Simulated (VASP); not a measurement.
# HfC (P6_3/mmc) in VASP: settings compared, part 2 of 2

VASP 6.6.1. The steps go on from the part before.

**3. Single point, r2SCAN (functional r2SCAN, strained)**

The input, POSCAR:

```
HfC
1.0
    3.2617012653      0.0000000000      0.0000000000
   -1.6308506326      2.8247161553      0.0000000000
    0.0000000000      0.0000000000      5.0763921041
Hf C
2 2
Direct
    0.6666666667      0.3333333333      0.7500000000
    0.3333333333      0.6666666667      0.2500000000
    0.0000000000      0.0000000000      0.0000000000
    0.0000000000      0.0000000000      0.5000000000
```

The input, INCAR.step1:

```
PREC = Accurate
ENCUT = 660
ISMEAR = 0
SIGMA = 0.1
LREAL = False
LASPH = True
NELM = 120
NBANDS = 22
GGA = PE
ALGO = Normal
EDIFF = 1E-5
LWAVE = True
LCHARG = False
GGA_COMPAT = False
```

The input, INCAR.step2:

```
PREC = Accurate
ENCUT = 660
EDIFF = 1E-6
ISMEAR = 0
SIGMA = 0.1
LREAL = False
LASPH = True
NELM = 120
ALGO = Normal
ISIF = 2
LWAVE = False
LCHARG = False
METAGGA = R2SCAN
LMIXTAU = True
NBANDS = 22
ISTART = 1
GGA_COMPAT = False
```

The input, KPOINTS:

```
regular mesh
0
Gamma
  15 15 8
```

Potentials or basis: VASP PAW PBE potentials, release 64 (Hf_pv, C).

Started as:

```bash
$ cat potpaw_PBE.64/Hf_pv/POTCAR potpaw_PBE.64/C/POTCAR > POTCAR
$ cp INCAR.step1 INCAR
$ mpirun -np 1 vasp_std > vasp.out
$ cp INCAR.step2 INCAR
$ mpirun -np 1 vasp_std > vasp.out
```

OUTCAR:

```text
PREC = Accurate
   ENCUT = 660
   EDIFF = 1E-6
   ISMEAR = 0
   LREAL = False
   LASPH = True
   NELM = 120
   ISIF = 2
   METAGGA = R2SCAN
   ISTART = 1

 ion  position               nearest neighbor table
   1  0.667  0.333  0.750-   3 2.27   4 2.27   3 2.27   4 2.27   3 2.27   4 2.27   2 3.16   2 3.16
                             2 3.16   2 3.16   2 3.16   2 3.16
   2  0.333  0.667  0.250-   3 2.27   4 2.27   3 2.27   4 2.27   3 2.27   4 2.27   1 3.16   1 3.16
                             1 3.16   1 3.16   1 3.16   1 3.16
   3  0.000  0.000  0.000-   1 2.27   2 2.27   2 2.27   1 2.27   1 2.27   2 2.27
   4  0.000  0.000  0.500-   1 2.27   2 2.27   2 2.27   1 2.27   1 2.27   2 2.27

  LATTYP: Found a hexagonal cell.
 ALAT       =     3.2617012653
 C/A-ratio  =     1.5563632875

  Lattice vectors:

 A1 = (   3.2617012653,   0.0000000000,   0.0000000000)
 A2 = (  -1.6308506326,   2.8247161553,   0.0000000000)
 A3 = (   0.0000000000,   0.0000000000,   5.0763921041)

Analysis of symmetry for initial positions (statically):
=====================================================================
 Subroutine PRICEL returns:
 Original cell was already a primitive cell.
[... 178 lines left out ...]

 val. band max:        6.9924063301   @ k =   0.2667   0.2000   0.2500
 cond. band min:       7.1621646350   @ k =   0.3333   0.2667   0.1250
 fundamental gap:      0.1697583049
 Fermi energy:         7.1568262312

 k-point     1 :       0.0000    0.0000    0.0000
  band No.  band energies     occupation
      1     -24.7385      2.00000
      2     -23.9615      2.00000
      3     -23.9615      2.00000
      4     -23.8526      2.00000
      5     -23.8526      2.00000
      6     -23.7555      2.00000
[... 589 lines left out ...]
     21      15.1051      0.00000
     22      15.3433      0.00000

 [... further k-points ...]

------------------------ aborting loop because EDIFF is reached ----------------------------------------

  FORCE on cell =-STRESS in cart. coord.  units (eV):
  Direction    XX          YY          ZZ          XY          YZ          ZX
  --------------------------------------------------------------------------------------
  -------------------------------------------------------------------------------------
  Total        4.4062710      4.4062710      5.1708864      0.0000000     -0.0000000      0.0000000
  in kB      150.9411412    150.9411412    177.1337938      0.0000000     -0.0000000      0.0000000
  external PRESSURE =     159.6720254 kB  Pullay stress =       0.0000000 kB

 VOLUME and BASIS-vectors are now :
 -----------------------------------------------------------------------------
  energy-cutoff  :      660.00
  volume of cell :       46.77
      direct lattice vectors                 reciprocal lattice vectors
     3.261701265  0.000000000  0.000000000     0.306588470  0.177008936  0.000000000
    -1.630850633  2.824716155  0.000000000     0.000000000  0.354017871  0.000000000
     0.000000000  0.000000000  5.076392104     0.000000000  0.000000000  0.196990299

 POSITION                                       TOTAL-FORCE (eV/Angst)
 -----------------------------------------------------------------------------------
      1.63085      0.94157      3.80729        -0.000000      0.000000      0.000000
     -0.00000      1.88314      1.26910         0.000000     -0.000000      0.000000
      0.00000      0.00000      0.00000         0.000000      0.000000      0.000000
      0.00000      0.00000      2.53820         0.000000      0.000000      0.000000
 -----------------------------------------------------------------------------------
    total drift:                                0.000000     -0.000000      0.000000

  FREE ENERGIE OF THE ION-ELECTRON SYSTEM (eV)
  ---------------------------------------------------
  free  energy   TOTEN  =      -113.6160113700 eV

  energy  without entropy=     -113.6135270158  energy(sigma->0) =     -113.61476919
```

OUTCAR.step1:

```text
PREC = Accurate
   ENCUT = 660
   ISMEAR = 0
   LREAL = False
   LASPH = True
[... 833 lines left out ...]
      1.63085      0.94157      3.80729         0.000000      0.000000      0.000000
     -0.00000      1.88314      1.26910        -0.000000     -0.000000      0.000000
      0.00000      0.00000      0.00000        -0.000000      0.000000      0.000000
      0.00000      0.00000      2.53820        -0.000000      0.000000      0.000000
 -----------------------------------------------------------------------------------
    total drift:                                0.000000     -0.000000      0.000000

  FREE ENERGIE OF THE ION-ELECTRON SYSTEM (eV)
  ---------------------------------------------------
  free  energy   TOTEN  =       -41.1379313279 eV

  energy  without entropy=      -41.1354578875  energy(sigma->0) =      -41.13669461
```

OSZICAR.step1:

```text
N       E                     dE             d eps       ncg     rms          rms(c)
DAV:   1     0.100784307795E+03    0.10078E+03   -0.17786E+04  5940   0.152E+03
DAV:   2    -0.409765922938E+02   -0.14176E+03   -0.13522E+03  7536   0.323E+02
DAV:   3    -0.469069858815E+02   -0.59304E+01   -0.58562E+01  7658   0.462E+01
DAV:   4    -0.469649950537E+02   -0.58009E-01   -0.57930E-01  7222   0.492E+00
DAV:   5    -0.469656275709E+02   -0.63252E-03   -0.63241E-03  7858   0.456E-01    0.854E+01
DAV:   6    -0.413512420831E+02    0.56144E+01   -0.43680E+01  6918   0.238E+01    0.625E+01
DAV:   7    -0.411939484190E+02    0.15729E+00   -0.27892E+00  6732   0.804E+00    0.256E+01
DAV:   8    -0.411521458046E+02    0.41803E-01   -0.14924E-01  7520   0.236E+00    0.429E+00
DAV:   9    -0.411414144620E+02    0.10731E-01   -0.13909E-01  6826   0.143E+00    0.359E+00
DAV:  10    -0.411387173946E+02    0.26971E-02   -0.64970E-03  7436   0.446E-01    0.975E-01
DAV:  11    -0.411379415008E+02    0.77589E-03   -0.33829E-03  7014   0.242E-01    0.393E-01
DAV:  12    -0.411379304808E+02    0.11020E-04   -0.18320E-04  7684   0.645E-02    0.154E-02
DAV:  13    -0.411379313279E+02   -0.84707E-06   -0.32688E-06  4294   0.938E-03
   1 F= -.41137931E+02 E0= -.41136695E+02  d E =-.247344E-02
```

Run time: 8.7 min. Hardware: 1 thread of Intel Xeon 6975P-C, shared host; peak memory 0.32 GiB.

What came out:

* Free energy: -113.6160 eV
* Pressure: 16.0 GPa
* Band gap on the k mesh: zero (band 14 reaches 8.27 eV, above the bottom of band 15 at 6.53 eV)

Caveat: the cell differs from its parent crystal (functional r2SCAN, strained); the PAW data sets were made with another functional, which shifts forces and pressure a little; spin-orbit coupling is left out, which moves the levels of the heavy elements.

**4. Single point, PBE (strained)**

The input, INCAR:

```
PREC     = Accurate       # precision mode
ENCUT    = 520            # plane-wave cutoff, eV
EDIFF    = 1E-6           # SCF threshold, eV
ISMEAR   = 0              # smearing method
SIGMA    = 0.1            # smearing width, eV
LREAL    = F              # projectors in reciprocal space
LASPH    = T              # aspherical terms in the spheres
NELM     = 80             # most SCF steps
ALGO     = Normal         # electronic algorithm
ISIF     = 2              # what is computed and relaxed
LWAVE    = F              # write WAVECAR
LCHARG   = T              # write CHGCAR
GGA      = PE             # functional
LELF     = T              # ELF
LVHAR    = T            
NBANDS   = 22             # bands
```

The input, KPOINTS:

```
Automatic mesh
0
Gamma
  15 15 8
```

The input, POSCAR:

```
HfC
1.0
    3.3133485458      0.0000000000      0.0000000000
   -1.6566742729      2.8694440123      0.0000000000
    0.0000000000      0.0000000000      4.8446111954
Hf C
2 2
Direct
    0.6666666667      0.3333333333      0.7500000000
    0.3333333333      0.6666666667      0.2500000000
    0.0000000000      0.0000000000      0.0000000000
    0.0000000000      0.0000000000      0.5000000000
```

Started as:

```bash
$ cat potpaw_PBE.64/Hf_pv/POTCAR potpaw_PBE.64/C/POTCAR > POTCAR
$ mpirun -np 1 vasp_std > vasp.out
```

Run time: 2 min. Hardware: 1 thread of Intel Xeon Platinum 8488C (Sapphire Rapids), shared host; peak memory 0.25 GiB.

Results (log left out):

```yaml
Free_energy: -40.9363 eV
Pressure: 22.5 GPa
Band_gap_on_the_k_mesh: zero (band 14 reaches 8.29 eV, above the bottom of band 15 at 6.94 eV)
```

Stress tensor (GPa, compression positive):
```
17.30  0.00  0.00
 0.00 17.30  0.00
 0.00  0.00 32.82
```

Levels at points of the mesh, in eV from the Fermi level:
| k point | band 11 | band 12 | band 13 | band 14 | band 15 | band 16 | band 17 | band 18 |
| --- | --- | --- | --- | --- | --- | --- | --- | --- |
| (0.00, 0.00, 0.00) | -3.85 | -1.59 | -1.59 | 1.04 | 1.38 | 1.38 | 1.55 | 1.55 |
| (0.00, 0.00, 0.50) | -3.38 | -3.38 | -2.91 | -2.91 | 4.40 | 4.40 | 4.40 | 4.40 |

Caveat: the cell differs from its parent crystal (strained); spin-orbit coupling is left out, which moves the levels of the heavy elements.

**5. Single point, PBE (strained)**

The input, INCAR:

```
  PREC = Accurate
  ENCUT = 520
  EDIFF = 1E-6
  ISMEAR = 0
  SIGMA = 0.1
  LREAL = False
  LASPH = True
  NELM = 60
  ALGO = Normal
  ISIF = 2
  LWAVE = False
  LCHARG = True
  GGA = PE
  LELF = True
  LVHAR = True
  NBANDS = 22
```

KPOINTS is that of step 4.

The input, POSCAR:

```
HfC
1.0
    3.2731004386      0.0000000000      0.0000000000
   -1.6365502193      2.8345881289      0.0000000000
    0.0000000000      0.0000000000      5.1721740688
Hf C
2 2
Direct
    0.6666666667      0.3333333333      0.7500000000
    0.3333333333      0.6666666667      0.2500000000
    0.0000000000      0.0000000000      0.0000000000
    0.0000000000      0.0000000000      0.5000000000
```

Started as:

```bash
$ cat potpaw_PBE.64/Hf_pv/POTCAR potpaw_PBE.64/C/POTCAR > POTCAR
$ mpirun -np 1 vasp_std > vasp.out
```

Run time: 2 min. Hardware: 1 thread of Intel Xeon Platinum 8488C (Sapphire Rapids), shared host; peak memory 0.25 GiB.

It converged, with:

```
Free energy            : -41.2422 eV
Pressure               : 10.9 GPa
Band gap on the k mesh : zero (band 14 reaches 7.78 eV, above the bottom of band 15 at 6.36 eV)
```

Stress tensor (GPa, compression positive):
```
11.54  0.00  0.00
 0.00 11.54  0.00
 0.00  0.00  9.63
```

Levels at points of the mesh, in eV from the Fermi level:
| k point | band 12 | band 13 | band 14 | band 15 | band 16 | band 17 |
| --- | --- | --- | --- | --- | --- | --- |
| (0.00, 0.00, 0.00) | -1.31 | -1.31 | 0.93 | 1.43 | 1.43 | 2.02 |
| (0.00, 0.00, 0.50) | -2.78 | -2.78 | -2.78 | 4.08 | 4.08 | 4.08 |

Caveat: the cell differs from its parent crystal (strained); spin-orbit coupling is left out, which moves the levels of the heavy elements.

**6. Summary**

| level | potentials or basis | cell | cutoff (eV) | gap on the mesh (eV) | pressure (GPa) |
| --- | --- | --- | --- | --- | --- |
| LDA | VASP PAW LDA potentials, release 64 (Hf_pv, C) | a = 3.475, b = 3.475, c = 5.409 Å, angles 90.0, 90.0, 120.0°, 4 atoms | 600 | none | -31.8 |
| r2SCAN | VASP PAW PBE potentials, release 64 (Hf_pv, C) | a = 3.262, b = 3.262, c = 5.076 Å, angles 90.0, 90.0, 120.0°, 4 atoms | 660 | none | 16.0 |
| PBE | VASP PAW PBE potentials, release 64 (Hf_pv, C) | a = 3.313, b = 3.313, c = 4.845 Å, angles 90.0, 90.0, 120.0°, 4 atoms | 520 | none | 22.5 |
| PBE | VASP PAW PBE potentials, release 64 (Hf_pv, C) | a = 3.273, b = 3.273, c = 5.172 Å, angles 90.0, 90.0, 120.0°, 4 atoms | 520 | none | 10.9 |

Alike in all rows: task single point; no spin polarisation; k mesh 15 × 15 × 8; smearing gaussian 0.1 eV.

Caveats: spin-orbit coupling is left out, which moves the levels of the heavy elements; the PAW data sets were made with another functional, which shifts forces and pressure a little (some runs).

Total energies depend on the potentials used, so only differences within one code and one set of settings carry meaning.
